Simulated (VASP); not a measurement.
# Si5P2 (P1) in VASP: relaxation of cell and atoms with PBE

Aim: the relaxation of cell and atoms of Si5P2 with PBE.

All numbers are computed with VASP 6.6.1; they aren't measurements. Logs are shortened: lines on timing, memory, paths and dates and some standing lists are left out, and cuts for length are marked.

## (1) The cell of the first run

The typed cell holds 7 atoms: a = 3.797 Å, b = 3.686 Å, c = 11.036 Å, α = 89.49°, β = 89.84°, γ = 117.51°.

## (2) Relaxation of cell and atoms, PBE

Input file INCAR:

```
PREC = Accurate ; ENCUT = 600
EDIFF = 1E-7 ; ISMEAR = 0
SIGMA = 0.2 ; LREAL = False
LASPH = True ; NELM = 80
ALGO = Normal ; ISIF = 3
LWAVE = False ; LCHARG = False
GGA = PE ; IBRION = 2
NSW = 80 ; EDIFFG = -0.025
```

Input file KPOINTS:

```
Automatic mesh
0
Gamma
  6 6 2
```

Input file POSCAR:

```
Si5P2
1.0
    3.7953327045      0.1131787551      0.0051607530
   -1.7996506751      3.2170538569      0.0164890476
    0.0148123462      0.0632000948     11.0360236670
Si P
5 2
Direct
    0.2511517254      0.6309204272      0.3027266083
    0.6121730204      0.2830653540      0.6963405173
    0.0305235046      0.0386057234      0.3893291143
    0.0347806154     -0.0013039363      0.6017145592
   -0.0121160083      0.0432644947      0.0018489718
    0.3628957318      0.6576227438      0.1064210776
    0.7205914108      0.3478251931      0.9016191515
```

Potentials or basis: VASP PAW PBE potentials, release 64 (Si, P).

On the command line:

```console
$ cat potpaw_PBE.64/Si/POTCAR potpaw_PBE.64/P/POTCAR > POTCAR
$ mpirun -np 1 vasp_std > vasp.out
```

OUTCAR:

```text
PREC = Accurate
   ENCUT = 600
   EDIFF = 1E-7
   ISMEAR = 0
   LREAL = False
   LASPH = True
   NELM = 80
   ISIF = 3
   GGA = PE
   IBRION = 2
   NSW = 80
   EDIFFG = -0.025

 ion  position               nearest neighbor table
   1  0.251  0.631  0.303-   3 2.16   6 2.20   3 2.25   3 2.80
   2  0.612  0.283  0.696-   4 2.21   7 2.30   4 2.52   4 2.58
   3  0.031  0.039  0.389-   1 2.16   1 2.25   4 2.35   1 2.80
   4  0.035  0.999  0.602-   2 2.21   3 2.35   2 2.52   2 2.58
   5  0.988  0.043  0.002-   7 2.13   6 2.36   6 2.41   7 2.55   6 2.69   7 2.70
   6  0.363  0.658  0.106-   1 2.20   5 2.36   5 2.41   5 2.69
   7  0.721  0.348  0.902-   5 2.13   2 2.30   5 2.55   5 2.70

  LATTYP: Found a triclinic cell.
 ALAT       =     3.8824817741
 B/A-ratio  =     0.9779887149
 C/A-ratio  =     2.8425670002
 COS(alpha) =     0.0028713891
 COS(beta)  =     0.0111781310
 COS(gamma) =     0.5393683726

  Lattice vectors:

 A1 = (  -1.9956820294,  -3.3302326120,  -0.0216498006)
 A2 = (  -3.7953327045,  -0.1131787551,  -0.0051607530)
 A3 = (  -0.0148123462,  -0.0632000948, -11.0360236670)

Analysis of symmetry for initial positions (statically):
=====================================================================
 Subroutine PRICEL returns:
 Original cell was already a primitive cell.

 Routine SETGRP: Setting up the symmetry group for a
 triclinic supercell.

 Subroutine GETGRP returns: Found  1 space group operations
 (whereof  1 operations were pure point group operations)
 out of a pool of  2 trial point group operations.

The static configuration has the point symmetry C_1 .

Analysis of symmetry for dynamics (positions and initial velocities):
=====================================================================
 Subroutine PRICEL returns:
 Original cell was already a primitive cell.

 Routine SETGRP: Setting up the symmetry group for a
 triclinic supercell.

 Subroutine GETGRP returns: Found  1 space group operations
 (whereof  1 operations were pure point group operations)
 out of a pool of  2 trial point group operations.

The dynamic configuration has the point symmetry C_1 .

 Subroutine INISYM returns: Found  1 space group operations
 (whereof  1 operations are pure point group operations),
 and found     1 'primitive' translations

----------------------------------------------------------------------------------------

                                     Primitive cell

  volume of cell :     136.9906

  direct lattice vectors                    reciprocal lattice vectors
     3.795332704  0.113178755  0.005160753     0.259159664  0.144982431 -0.001178111
    -1.799650675  3.217053857  0.016489048    -0.009115349  0.305753111 -0.001738725
     0.014812346  0.063200095 11.036023667    -0.000107571 -0.000524627  0.090615495

  length of vectors
     3.797023361  3.686251478 11.036214570     0.296959635  0.305893899  0.090617078

  position of ions in fractional coordinates (direct lattice)
     0.251151725  0.630920427  0.302726608
     0.612173020  0.283065354  0.696340517
     0.030523505  0.038605723  0.389329114
     0.034780615  0.998696064  0.601714559
     0.987883992  0.043264495  0.001848972
     0.362895732  0.657622744  0.106421078
     0.720591411  0.347825193  0.901619152

  ion indices of the primitive-cell ions
   primitive index   ion index
                 1           1
                 2           2
                 3           3
                 4           4
                 5           5
                 6           6
                 7           7

----------------------------------------------------------------------------------------

 KPOINTS: Automatic mesh

Automatic generation of k-mesh.
 Grid dimensions read from file:
 generate k-points for:    6    6    2

 Generating k-lattice:

  Cartesian coordinates                     Fractional coordinates (reciprocal lattice)
     0.043193277  0.024163739 -0.000196352     0.166666667 -0.000000000  0.000000000
    -0.001519225  0.050958852 -0.000289787    -0.000000000  0.166666667 -0.000000000
    -0.000053785 -0.000262314  0.045307748    -0.000000000  0.000000000  0.500000000

  Length of vectors
     0.049493273  0.050982317  0.045308539

  Shift w.r.t. Gamma in fractional coordinates (k-lattice)
     0.000000000  0.000000000  0.000000000

 Subroutine IBZKPT returns following result:
 ===========================================

 Found     40 irreducible k-points:

 Following reciprocal coordinates:
            Coordinates               Weight
  0.000000  0.000000  0.000000      1.000000
  0.166667 -0.000000  0.000000      2.000000
  0.333333  0.000000  0.000000      2.000000
  0.500000 -0.000000 -0.000000      1.000000
 -0.000000  0.166667  0.000000      2.000000
  0.166667  0.166667  0.000000      2.000000
[... 16 lines left out ...]
  0.333333  0.000000  0.500000      2.000000
  0.500000  0.000000  0.500000      1.000000
 [... further k-points ...]
   k-points           NKPTS =     40   k-points in BZ     NKDIM =     40   number of bands    NBANDS=     19
   number of dos      NEDOS =    301   number of ions     NIONS =      7
   total plane-waves  NPLWV =  81000
   dimension x,y,z NGX =    30 NGY =   30 NGZ =   90
   dimension x,y,z NGXF=    60 NGYF=   60 NGZF=  180
   ions per type =               5   2
   NGX,Y,Z   is equivalent  to a cutoff of  13.13, 13.53, 13.56 a.u.
   NGXF,Y,Z  is equivalent  to a cutoff of  26.27, 27.06, 27.11 a.u.
 SYSTEM =  unknown system
   PREC   = accura    normal or accurate (medium, high low for compatibility)
   ISTART =      0    job   : 0-new  1-cont  2-samecut
   ICHARG =      2    charge: 1-file 2-atom 10-const
   ISPIN  =      1    spin polarized calculation?
   LNONCOLLINEAR =      F non collinear calculations
   LSORBIT =      F    spin-orbit coupling
   LASPH  =      T    aspherical Exc in radial PAW
   ENCUT  =  600.0 eV  44.10 Ry    6.64 a.u.   7.58  7.36 22.04*2*pi/ulx,y,z
   NELM   =     80;   NELMIN=  2; NELMDL= -5     # of ELM steps
   EDIFF  = 0.1E-06   stopping-criterion for ELM
   LREAL  =      F    real-space projection
   EDIFFG = -.3E-01   stopping-criterion for IOM
   NSW    =     80    number of steps for IOM
   IBRION =      2    ionic relax: 0-MD 1-quasi-New 2-CG
   NFREE  =      1    steps in history (QN), initial steepest desc. (CG)
   ISIF   =      3    stress and relaxation
   ISYM   =      2    0-nonsym 1-usesym 2-fastsym
   POTIM  = 0.5000    time-step for ionic-motion
   TEBEG  =    0.0;   TEEND  =   0.0 temperature during run
   PSTRESS=    0.0 pullay stress
   NELECT =      30.0000    total number of electrons
   NUPDOWN=      -1.0000    fix difference up-down
   EMIN   =  10.00;   EMAX   =-10.00  energy-range for DOS
   EFERMI =   0.00;   METHOD = LEGACY
   ISMEAR =     0;   SIGMA  =   0.20  broadening in eV -4-tet -1-fermi 0-gaus
   EFERMI_NEDOS =   21; number of points for ismear=-14 and -15
   IALGO  =     38    algorithm
   IMIX   =      4    mixing-type and parameters
     AMIX     =   0.40;   BMIX     =  1.00
     AMIX_MAG =   1.60;   BMIX_MAG =  1.00
  volume/ion in A,a.u.               =      19.57       132.07
  Fermi-wavevector in a.u.,A,eV,Ry     =   0.986775  1.864735 13.248342  0.973726
  Thomas-Fermi vector in A             =   2.118181
   LORBIT       =      0    0 simple, 1 ext, 2 COOP (PROOUT), +10 PAW based schemes
   GGA     = PE    functional components
   LHFCALC =     F    Hartree Fock is set to
   AEXX    =    0.0000 exact exchange contribution
   IVDW    =     0    specifies the selected vdW correction
   LEPSILON=     F    determine dielectric tensor
   LRPA    =     F    only Hartree local field effects (RPA)
 conjugate gradient relaxation of ions
 non-spin polarized calculation
 Gauss-broadening in eV      SIGMA  =   0.20
  energy-cutoff  :      600.00
  volume of cell :      136.99
 maximum number of plane-waves:      4597
   NGX = 15   NGY = 15   NGZ = 45

--------------------------------------- Ionic step        1  -------------------------------------------

 number of electron      30.0000000 magnetization

 Free energy of the ion-electron system (eV)
  ---------------------------------------------------
  ext. energy  EPLUGINS =         0.00000000
  ---------------------------------------------------
  free energy    TOTEN  =       -35.88158184 eV

  energy without entropy =      -35.84367401  energy(sigma->0) =      -35.86262792

------------------------ aborting loop because EDIFF is reached ----------------------------------------

  FORCE on cell =-STRESS in cart. coord.  units (eV):
  Direction    XX          YY          ZZ          XY          YZ          ZX
  --------------------------------------------------------------------------------------
  -------------------------------------------------------------------------------------
  Total        0.1741271      2.0731295      0.5305588     -3.3767052     -1.6766277      1.6450042
  in kB        2.0365079     24.2463409      6.2051645    -39.4923457    -19.6090441     19.2391910
  external PRESSURE =      10.8293377 kB  Pullay stress =       0.0000000 kB
[... 104 lines left out ...]
  FREE ENERGIE OF THE ION-ELECTRON SYSTEM (eV)
  ---------------------------------------------------
  free  energy   TOTEN  =       -37.1763107127 eV

  energy  without entropy=      -37.1437849897  energy(sigma->0) =      -37.16004785

[... ionic steps 4 to 24 ...]

--------------------------------------- Ionic step       25  -------------------------------------------

 number of electron      30.0000000 magnetization

------------------------ aborting loop because EDIFF is reached ----------------------------------------
[... 77 lines left out ...]
--------------------------------------- Ionic step       27  -------------------------------------------

 number of electron      30.0000000 magnetization

 Free energy of the ion-electron system (eV)
  ---------------------------------------------------
  ext. energy  EPLUGINS =         0.00000000
  ---------------------------------------------------
  free energy    TOTEN  =       -37.73853160 eV

  energy without entropy =      -37.70927615  energy(sigma->0) =      -37.72390387

 E-fermi :   6.4068     XC(G=0):  -9.6617

 val. band max:        6.3572805592   @ k =  -0.1667   0.1667   0.0000
 cond. band min:       6.5518201370   @ k =  -0.0000   0.3333   0.5000
 fundamental gap:      0.1945395778
 Fermi energy:         6.4067571789

 k-point     1 :       0.0000    0.0000    0.0000
  band No.  band energies     occupation
      1      -7.3016      2.00000
      2      -5.4510      2.00000
      3      -5.3910      2.00000
      4      -3.0556      2.00000
      5      -0.9605      2.00000
      6       3.0925      2.00000
[... 505 lines left out ...]
      6      -1.1524      2.00000
[... 11 lines left out ...]
     18       7.3318      0.00000
     19       8.5216      0.00000

 [... further k-points ...]
[... 5 lines left out ...]
  --------------------------------------------------------------------------------------
  -------------------------------------------------------------------------------------
  Total       -0.0026507      0.0433458     -0.0284638      0.0015364     -0.0008196     -0.0067618
  in kB       -0.0317092      0.5185369     -0.3405059      0.0183795     -0.0098051     -0.0808896
  external PRESSURE =       0.0487740 kB  Pullay stress =       0.0000000 kB
[... 22 lines left out ...]
  FREE ENERGIE OF THE ION-ELECTRON SYSTEM (eV)
  ---------------------------------------------------
  free  energy   TOTEN  =       -37.7385315953 eV

  energy  without entropy=      -37.7092761494  energy(sigma->0) =      -37.72390387

 reached required accuracy - stopping structural energy minimisation
```

Wall time 14 min (1 thread of AMD EPYC 9R45 (Zen 5), shared host); peak memory 0.3 GiB.

Results:

```yaml
Free_energy: -37.7385 eV
Relaxed_volume: 19.13 Å³/atom
Relaxed_cell: a = 3.779 Å, b = 3.776 Å, c = 10.843 Å, α = 90.05°, β = 89.97°, γ = 120.04°
Space_group_after_relaxing_to_0.1_Å: P-3m1 (No. 164)
Energy_gained_by_relaxing: 265.3 meV/atom
Ionic_steps: 27
Pressure_after_relaxing: 0.0 GPa
Largest_force_after_relaxing: 0.024 eV/Å
Band_gap_on_the_k_mesh: zero (bands 15 and 16 overlap by 0.34 eV)
```

Forces in eV/Å, atoms in the order of the input:
```
Si   0.000  0.014  0.003
Si   0.007  0.011 -0.014
Si  -0.001 -0.005  0.010
Si   0.001 -0.009 -0.006
Si  -0.008  0.002  0.009
P    0.001 -0.011 -0.021
P    0.000 -0.002  0.019
```

The path:
```tsv
step	energy change (eV)	largest force (eV/Å)	pressure (GPa)	volume (Å³)
1	0.0000	3.3353	1.08	136.99
2	-1.2868	2.2271	-3.13	139.51
3	-1.2947	2.2893	-3.25	139.78
4	-1.6436	1.0322	1.04	132.44
5	-1.7071	0.8214	-0.57	134.35
6	-1.8038	0.4535	0.43	133.04
7	-1.8127	0.4565	0.89	132.49
8	-1.8377	0.2367	-0.23	134.13
9	-1.8378	0.2288	-0.17	134.05
10	-1.8433	0.0977	-0.03	133.89
11	-1.8434	0.1022	-0.01	133.87
12	-1.8461	0.0979	0.05	133.78
13	-1.8468	0.1043	0.09	133.71
14	-1.8487	0.0953	-0.02	133.89
15	-1.8489	0.1128	-0.07	133.96
16	-1.8508	0.0765	-0.05	133.95
17	-1.8522	0.0912	-0.02	133.94
18	-1.8536	0.0568	0.04	133.88
19	-1.8542	0.0628	0.10	133.81
20	-1.8547	0.0566	-0.12	134.12
21	-1.8548	0.0444	-0.06	134.03
22	-1.8554	0.0428	-0.05	134.01
23	-1.8558	0.0508	-0.04	133.97
24	-1.8563	0.0410	0.02	133.88
25	-1.8566	0.0361	0.11	133.76
26	-1.8566	0.0428	0.13	133.74
27	-1.8569	0.0236	0.00	133.93
```

Final structure:
```cif
data_structure
_symmetry_space_group_name_H-M 'P 1'
_symmetry_Int_Tables_number 1
_cell_length_a 3.7789
_cell_length_b 3.7758
_cell_length_c 10.8430
_cell_angle_alpha 90.048
_cell_angle_beta 89.970
_cell_angle_gamma 120.042
_cell_volume 133.93
loop_
_atom_site_label
_atom_site_type_symbol
_atom_site_fract_x
_atom_site_fract_y
_atom_site_fract_z
_atom_site_occupancy
Si1 Si 0.33205 0.66442 0.31530 1
Si2 Si 0.66435 0.33266 0.68476 1
Si3 Si 0.99861 0.99772 0.39129 1
Si4 Si 0.99789 0.99964 0.60870 1
Si5 Si 0.00291 0.00211 0.99993 1
P1 P 0.33571 0.66935 0.10654 1
P2 P 0.66848 0.33410 0.89347 1
```

Levels at points of the mesh, in eV from the Fermi level:
```
           k point  band 13  band 14  band 15  band 16  band 17  band 18
(0.00, 0.00, 0.00)    -0.89    -0.24    -0.23     0.83     1.40     2.02
(0.50, 0.00, 0.00)    -2.24    -2.02    -0.18     0.16     1.09     1.34
(0.00, 0.50, 0.00)    -2.25    -2.02    -0.19     0.15     1.08     1.34
(0.50, 0.50, 0.00)    -2.24    -2.02    -0.18     0.16     1.09     1.34
(0.00, 0.00, 0.50)    -0.75    -0.39    -0.38     0.37     1.35     2.26
(0.50, 0.00, 0.50)    -2.78    -1.87    -0.47    -0.38     0.82     0.93
(0.00, 0.50, 0.50)    -2.78    -1.89    -0.48    -0.39     0.81     0.92
(0.50, 0.50, 0.50)    -2.78    -1.87    -0.46    -0.38     0.83     0.93
```
